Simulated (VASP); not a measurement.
# Ru2W (P6/mmm) in VASP: a series of runs

The runs below take Ru2W through single point, relaxation of cell and atoms, with PBE.

Everything below comes from runs of VASP 6.6.1. Logs are shortened: lines on timing, memory, paths and dates and some standing lists are left out, and cuts for length are marked.

## Step 1: The cell of the first run

The structure is hexagonal, space group P6/mmm (No. 191). The conventional cell has a = 2.758 Å, b = 2.758 Å, c = 7.286 Å, α = 90.00°, β = 90.00°, γ = 120.00°. Ru (site symmetry 6mm) has 1 W at 2.38 Å and 7 Ru at 2.52 to 2.76 Å within 3.1 Å. W (site symmetry 6/mmm) has 2 Ru at 2.38 Å and 6 W at 2.76 Å within 3.1 Å.

The cell was generated, and may not be a known phase.

## Step 2: Single point, PBE

INCAR reads:

```
  PREC = Accurate
  ENCUT = 520
  EDIFF = 1E-7
  ISMEAR = 0
  SIGMA = 0.1
  LREAL = F
  LASPH = T
  NELM = 100
  ALGO = Fast
  ISIF = 2
  LWAVE = F
  LCHARG = T
  GGA = PE
  LELF = T
  LVHAR = T
  NBANDS = 28
```

KPOINTS reads:

```
regular mesh
0
Gamma
  18 18 6
```

POSCAR reads:

```
Ru2W
1.0
    2.7581538829      0.0000000000      0.0000000000
   -1.3790769414      2.3886313301      0.0000000000
    0.0000000000      0.0000000000      7.2856087999
Ru W
2 1
Direct
    0.0000000000      0.0000000000      0.6727133366
    0.0000000000      0.0000000000      0.3272866634
    0.0000000000      0.0000000000      0.0000000000
```

Potentials or basis: VASP PAW PBE potentials, release 64 (Ru_pv, W_sv).

Run with:

```sh
cat potpaw_PBE.64/Ru_pv/POTCAR potpaw_PBE.64/W_sv/POTCAR > POTCAR
mpirun -np 1 vasp_std > vasp.out
```

OUTCAR:

```text
PREC = Accurate
   ENCUT = 520
   EDIFF = 1E-7
   ISMEAR = 0
   LREAL = F
   LASPH = T
   NELM = 100
   ISIF = 2
   GGA = PE

 ion  position               nearest neighbor table
   1  0.000  0.000  0.673-   3 2.38   2 2.52
   2  0.000  0.000  0.327-   3 2.38   1 2.52
   3  0.000  0.000  0.000-   1 2.38   2 2.38

  LATTYP: Found a hexagonal cell.
 ALAT       =     2.7581538829
 C/A-ratio  =     2.6414801745

  Lattice vectors:

 A1 = (   2.7581538829,   0.0000000000,   0.0000000000)
 A2 = (  -1.3790769414,   2.3886313301,   0.0000000000)
 A3 = (   0.0000000000,   0.0000000000,   7.2856087999)

Analysis of symmetry for initial positions (statically):
=====================================================================
 Subroutine PRICEL returns:
 Original cell was already a primitive cell.

 Routine SETGRP: Setting up the symmetry group for a
 hexagonal supercell.

 Subroutine GETGRP returns: Found 24 space group operations
 (whereof 24 operations were pure point group operations)
 out of a pool of 24 trial point group operations.

The static configuration has the point symmetry D_6h.

Analysis of symmetry for dynamics (positions and initial velocities):
=====================================================================
 Subroutine PRICEL returns:
 Original cell was already a primitive cell.

 Routine SETGRP: Setting up the symmetry group for a
 hexagonal supercell.

 Subroutine GETGRP returns: Found 24 space group operations
 (whereof 24 operations were pure point group operations)
 out of a pool of 24 trial point group operations.

The dynamic configuration has the point symmetry D_6h.

 Subroutine INISYM returns: Found 24 space group operations
 (whereof 24 operations are pure point group operations),
 and found     1 'primitive' translations

----------------------------------------------------------------------------------------

                                     Primitive cell

  volume of cell :      47.9991

  direct lattice vectors                    reciprocal lattice vectors
     2.758153883  0.000000000  0.000000000     0.362561352  0.209324894  0.000000000
    -1.379076941  2.388631330  0.000000000     0.000000000  0.418649788  0.000000000
     0.000000000  0.000000000  7.285608800     0.000000000  0.000000000  0.137256889

  length of vectors
     2.758153883  2.758153883  7.285608800     0.418649788  0.418649788  0.137256889

  position of ions in fractional coordinates (direct lattice)
     0.000000000  0.000000000  0.672713337
     0.000000000  0.000000000  0.327286663
     0.000000000  0.000000000  0.000000000

  ion indices of the primitive-cell ions
   primitive index   ion index
                 1           1
                 2           2
                 3           3

----------------------------------------------------------------------------------------

 KPOINTS: regular mesh

Automatic generation of k-mesh.
 Grid dimensions read from file:
 generate k-points for:   18   18    6

 Generating k-lattice:

  Cartesian coordinates                     Fractional coordinates (reciprocal lattice)
     0.020142297  0.011629161  0.000000000     0.055555556 -0.000000000  0.000000000
     0.000000000  0.023258322  0.000000000     0.000000000  0.055555556  0.000000000
     0.000000000  0.000000000  0.022876148     0.000000000  0.000000000  0.166666667

  Length of vectors
     0.023258322  0.023258322  0.022876148

  Shift w.r.t. Gamma in fractional coordinates (k-lattice)
     0.000000000  0.000000000  0.000000000

 Subroutine IBZKPT returns following result:
 ===========================================

 Found    148 irreducible k-points:

 Following reciprocal coordinates:
            Coordinates               Weight
  0.000000  0.000000  0.000000      1.000000
  0.055556  0.000000  0.000000      6.000000
  0.111111  0.000000  0.000000      6.000000
  0.166667 -0.000000  0.000000      6.000000
  0.222222 -0.000000  0.000000      6.000000
  0.277778 -0.000000  0.000000      6.000000
[... 16 lines left out ...]
  0.333333  0.111111  0.000000     12.000000
  0.388889  0.111111  0.000000     12.000000
 [... further k-points ...]
   k-points           NKPTS =    148   k-points in BZ     NKDIM =    148   number of bands    NBANDS=     28
   number of dos      NEDOS =    301   number of ions     NIONS =      3
   total plane-waves  NPLWV =  31104
   dimension x,y,z NGX =    24 NGY =   24 NGZ =   54
   dimension x,y,z NGXF=    48 NGYF=   48 NGZF=  108
   ions per type =               2   1
   NGX,Y,Z   is equivalent  to a cutoff of  14.47, 14.47, 12.32 a.u.
   NGXF,Y,Z  is equivalent  to a cutoff of  28.93, 28.93, 24.64 a.u.
 SYSTEM =  unknown system
   PREC   = accura    normal or accurate (medium, high low for compatibility)
   ISTART =      0    job   : 0-new  1-cont  2-samecut
   ICHARG =      2    charge: 1-file 2-atom 10-const
   ISPIN  =      1    spin polarized calculation?
   LNONCOLLINEAR =      F non collinear calculations
   LSORBIT =      F    spin-orbit coupling
   LASPH  =      T    aspherical Exc in radial PAW
   ENCUT  =  520.0 eV  38.22 Ry    6.18 a.u.   5.13  5.13 13.55*2*pi/ulx,y,z
   NELM   =    100;   NELMIN=  2; NELMDL= -5     # of ELM steps
   EDIFF  = 0.1E-06   stopping-criterion for ELM
   LREAL  =      F    real-space projection
   EDIFFG = 0.1E-05   stopping-criterion for IOM
   NSW    =      0    number of steps for IOM
   IBRION =     -1    ionic relax: 0-MD 1-quasi-New 2-CG
   NFREE  =      0    steps in history (QN), initial steepest desc. (CG)
   ISIF   =      2    stress and relaxation
   ISYM   =      2    0-nonsym 1-usesym 2-fastsym
   POTIM  = 0.5000    time-step for ionic-motion
   TEBEG  =    0.0;   TEEND  =   0.0 temperature during run
   PSTRESS=    0.0 pullay stress
   NELECT =      42.0000    total number of electrons
   NUPDOWN=      -1.0000    fix difference up-down
   EMIN   =  10.00;   EMAX   =-10.00  energy-range for DOS
   EFERMI =   0.00;   METHOD = LEGACY
   ISMEAR =     0;   SIGMA  =   0.10  broadening in eV -4-tet -1-fermi 0-gaus
   EFERMI_NEDOS =   21; number of points for ismear=-14 and -15
   IALGO  =     68    algorithm
   IMIX   =      4    mixing-type and parameters
     AMIX     =   0.40;   BMIX     =  1.00
     AMIX_MAG =   1.60;   BMIX_MAG =  1.00
  volume/ion in A,a.u.               =      16.00       107.97
  Fermi-wavevector in a.u.,A,eV,Ry     =   1.565838  2.959004 33.359417  2.451848
  Thomas-Fermi vector in A             =   2.668255
   LORBIT       =      0    0 simple, 1 ext, 2 COOP (PROOUT), +10 PAW based schemes
   GGA     = PE    functional components
   LHFCALC =     F    Hartree Fock is set to
   AEXX    =    0.0000 exact exchange contribution
   IVDW    =     0    specifies the selected vdW correction
   LEPSILON=     F    determine dielectric tensor
   LRPA    =     F    only Hartree local field effects (RPA)
 non-spin polarized calculation
 RMM-DIIS sequential band-by-band and
 Gauss-broadening in eV      SIGMA  =   0.10
  energy-cutoff  :      520.00
  volume of cell :       48.00
 maximum number of plane-waves:      1311
 NGX is ok and might be reduce to    24
   NGX = 11   NGY = 11   NGZ = 27

 number of electron      41.9999998 magnetization

 Free energy of the ion-electron system (eV)
  ---------------------------------------------------
  ext. energy  EPLUGINS =         0.00000000
  ---------------------------------------------------
  free energy    TOTEN  =       -28.69099856 eV

  energy without entropy =      -28.66905014  energy(sigma->0) =      -28.68002435

 E-fermi :  10.5258     XC(G=0): -13.1725

 val. band max:       10.5217265556   @ k =   0.2778  -0.0000   0.3333
 cond. band min:      10.5262292583   @ k =   0.2222   0.1111   0.1667
 fundamental gap:      0.0045027027
 Fermi energy:        10.5257653782

 k-point     1 :       0.0000    0.0000    0.0000
  band No.  band energies     occupation
      1     -63.4436      2.00000
      2     -32.5005      2.00000
      3     -32.1155      2.00000
      4     -31.8033      2.00000
      5     -31.8033      2.00000
      6     -31.7562      2.00000
[... 20 lines left out ...]
     27      14.4399      0.00000
     28      14.4399      0.00000

 k-point     2 :       0.0556    0.0000    0.0000
  band No.  band energies     occupation
      1     -63.4404      2.00000
      2     -32.4976      2.00000
      3     -32.1129      2.00000
      4     -31.8224      2.00000
      5     -31.8078      2.00000
      6     -31.7747      2.00000
[... 20 lines left out ...]
     27      14.3325      0.00000
     28      14.4116      0.00000

 k-point     3 :       0.1111    0.0000    0.0000
  band No.  band energies     occupation
      1     -63.4310      2.00000
      2     -32.4893      2.00000
      3     -32.1055      2.00000
      4     -31.8772      2.00000
      5     -31.8277      2.00000
      6     -31.8207      2.00000
[... 20 lines left out ...]
     27      14.0519      0.00000
     28      14.3323      0.00000

 k-point     4 :       0.1667   -0.0000    0.0000
  band No.  band energies     occupation
      1     -63.4167      2.00000
      2     -32.4766      2.00000
      3     -32.0941      2.00000
      4     -31.9606      2.00000
      5     -31.9083      2.00000
      6     -31.8404      2.00000
[... 20 lines left out ...]
     27      13.6939      0.00000
     28      14.2156      0.00000

 k-point     5 :       0.2222   -0.0000    0.0000
  band No.  band energies     occupation
      1     -63.3990      2.00000
      2     -32.4609      2.00000
      3     -32.0805      2.00000
      4     -32.0618      2.00000
      5     -32.0058      2.00000
      6     -31.8646      2.00000
[... 20 lines left out ...]
     27      13.3773      0.00000
     28      14.0794      0.00000

 k-point     6 :       0.2778   -0.0000    0.0000
  band No.  band energies     occupation
      1     -63.3801      2.00000
      2     -32.4442      2.00000
      3     -32.1684      2.00000
      4     -32.1115      2.00000
      5     -32.0631      2.00000
      6     -31.8902      2.00000
[... 463 lines left out ...]
      5     -32.0588      2.00000
      6     -31.9201      2.00000
[... 20 lines left out ...]
     27      13.7525      0.00000
     28      13.8972      0.00000

 k-point    22 :       0.2778    0.1111    0.0000
  band No.  band energies     occupation
      1     -63.3576      2.00000
      2     -32.4242      2.00000
      3     -32.2648      2.00000
      4     -32.2040      2.00000
      5     -32.0462      2.00000
      6     -31.9505      2.00000
[... 20 lines left out ...]
     27      14.1629      0.00000
     28      15.1414      0.00000

 k-point    23 :       0.3333    0.1111    0.0000
  band No.  band energies     occupation
      1     -63.3440      2.00000
      2     -32.4121      2.00000
      3     -32.3339      2.00000
      4     -32.2707      2.00000
      5     -32.0356      2.00000
      6     -31.9752      2.00000
[... 20 lines left out ...]
     27      15.1339      0.00000
     28      16.4144      0.00000

 k-point    24 :       0.3889    0.1111    0.0000
  band No.  band energies     occupation
      1     -63.3350      2.00000
      2     -32.4042      2.00000
      3     -32.3787      2.00000
      4     -32.3141      2.00000
      5     -32.0285      2.00000
      6     -31.9912      2.00000
[... 20 lines left out ...]
     27      16.3542      0.00000
     28      17.5274      0.00000

 [... further k-points ...]

------------------------ aborting loop because EDIFF is reached ----------------------------------------

  FORCE on cell =-STRESS in cart. coord.  units (eV):
  Direction    XX          YY          ZZ          XY          YZ          ZX
  --------------------------------------------------------------------------------------
  -------------------------------------------------------------------------------------
  Total        0.0428767      0.0428767      0.4508607      0.0000000     -0.0000000      0.0000000
  in kB        1.4311938      1.4311938     15.0494117      0.0000000     -0.0000000      0.0000000
  external PRESSURE =       5.9705998 kB  Pullay stress =       0.0000000 kB

 VOLUME and BASIS-vectors are now :
 -----------------------------------------------------------------------------
  energy-cutoff  :      520.00
  volume of cell :       48.00
      direct lattice vectors                 reciprocal lattice vectors
     2.758153883  0.000000000  0.000000000     0.362561352  0.209324894  0.000000000
    -1.379076941  2.388631330  0.000000000     0.000000000  0.418649788  0.000000000
     0.000000000  0.000000000  7.285608800     0.000000000  0.000000000  0.137256889

 POSITION                                       TOTAL-FORCE (eV/Angst)
 -----------------------------------------------------------------------------------
      0.00000      0.00000      4.90113        -0.000000      0.000000     -0.118514
      0.00000      0.00000      2.38448         0.000000     -0.000000      0.118514
      0.00000      0.00000      0.00000         0.000000      0.000000      0.000000
 -----------------------------------------------------------------------------------
    total drift:                               -0.000000     -0.000000      0.000000

  FREE ENERGIE OF THE ION-ELECTRON SYSTEM (eV)
  ---------------------------------------------------
  free  energy   TOTEN  =       -28.6909985614 eV

  energy  without entropy=      -28.6690501399  energy(sigma->0) =      -28.68002435
```

It took 1.7 min on 1 thread of Intel Xeon 6975P-C (Granite Rapids), shared host; peak memory 0.31 GiB.

Results:

- Free energy: -28.6910 eV
- Pressure: 0.6 GPa
- Largest force: 0.119 eV/Å
- Band gap on the k mesh: zero (bands 21 and 22 overlap by 2.61 eV)

Forces on the atoms (eV/Å):
```
Ru   0.000  0.000 -0.119
Ru   0.000  0.000  0.119
W    0.000  0.000  0.000
```

Stress tensor (GPa, compression positive):
```
0.14 0.00 0.00
0.00 0.14 0.00
0.00 0.00 1.50
```

Caveat: spin-orbit coupling is left out, which moves the levels of the heavy elements.

## Step 3: Relaxation of cell and atoms, PBE

INCAR reads:

```
SYSTEM = Ru2W
PREC = Accurate
ENCUT = 600
EDIFF = 1E-6
ISMEAR = 0
SIGMA = 0.1
LREAL = .False.
LASPH = .True.
NELM = 80
ALGO = Fast
ISIF = 3
LWAVE = .False.
LCHARG = .False.
GGA = PE
IBRION = 2
NSW = 100
EDIFFG = -0.01
```

KPOINTS reads:

```
regular mesh
0
Gamma
  18 18 6
  0 0 0
```

POSCAR reads:

```
Ru2W
1.0
    2.7503995604      0.0000000000      0.0000000000
   -1.3751997802      2.3819158899      0.0000000000
    0.0000000000      0.0000000000      7.3275473490
Ru W
2 1
Direct
    0.0000000000      0.0000000000      0.6752415664
    0.0000000000      0.0000000000      0.3247584336
    0.0000000000      0.0000000000      0.0000000000
```

Potentials or basis: VASP PAW PBE potentials, release 64 (Ru_pv, W_sv).

Run with:

```sh
cat potpaw_PBE.64/Ru_pv/POTCAR potpaw_PBE.64/W_sv/POTCAR > POTCAR
mpirun -np 1 vasp_std > vasp.out
```

Run time: 11 min. Hardware: 1 thread of Intel Xeon 6975P-C (Granite Rapids), shared host; peak memory 0.36 GiB.

It converged, with:

```yaml
Free_energy: -28.6924 eV
Relaxed_volume: 16.02 Å³/atom
Relaxed_cell: a = 2.757 Å, b = 2.757 Å, c = 7.300 Å, α = 90.00°, β = 90.00°, γ = 120.00°
Space_group_after_relaxing_to_0.1_Å: P6/mmm (No. 191)
Energy_gained_by_relaxing: 3.6 meV/atom
Ionic_steps: 7
Pressure_after_relaxing: 0.1 GPa
Largest_force_after_relaxing: 0.005 eV/Å
```

Forces in eV/Å, atoms in the order of the input:
```
Ru   0.000  0.000 -0.005
Ru   0.000  0.000  0.005
W    0.000  0.000  0.000
```

The path:
```tsv
step	energy change (eV)	largest force (eV/Å)	pressure (GPa)	volume (Å³)
1	0.0000	0.3551	1.01	48.00
2	-0.0040	0.0640	-2.77	48.71
3	-0.0063	0.1777	-1.43	48.45
4	-0.0093	0.0213	0.80	47.93
5	-0.0102	0.0521	0.00	48.09
6	-0.0104	0.0295	0.09	48.03
7	-0.0107	0.0046	0.05	48.06
```

Final structure:
```xyz
3
Lattice="2.7571 0.0000 0.0000 -1.3786 2.3877 0.0000 0.0000 0.0000 7.2999" Properties=species:S:1:pos:R:3 pbc="T T T"
Ru    0.0000    0.0000    4.9043
Ru    0.0000    0.0000    2.3956
W     0.0000    0.0000    0.0000
```

Levels at points of the mesh, in eV from the Fermi level:
| k point | band 17 | band 18 | band 19 | band 20 | band 21 | band 22 | band 23 | band 24 | band 25 |
| --- | --- | --- | --- | --- | --- | --- | --- | --- | --- |
| (0.00, 0.00, 0.00) | -1.62 | -1.62 | -1.24 | -0.82 | -0.56 | -0.56 | -0.27 | -0.27 | -0.04 |
| (0.50, 0.00, 0.00) | -1.35 | -0.95 | 0.26 | 0.65 | 0.68 | 1.67 | 1.81 | 2.33 | 3.07 |
| (0.00, 0.00, 0.50) | -1.93 | -1.72 | -1.72 | -1.00 | -1.00 | -0.25 | -0.25 | 0.08 | 0.70 |
| (0.50, 0.00, 0.50) | -2.71 | -2.22 | -1.92 | 0.09 | 1.67 | 1.80 | 2.40 | 2.90 | 3.94 |

Caveat: the highest band is partly filled, so the run has too few bands; spin-orbit coupling is left out, which moves the levels of the heavy elements.
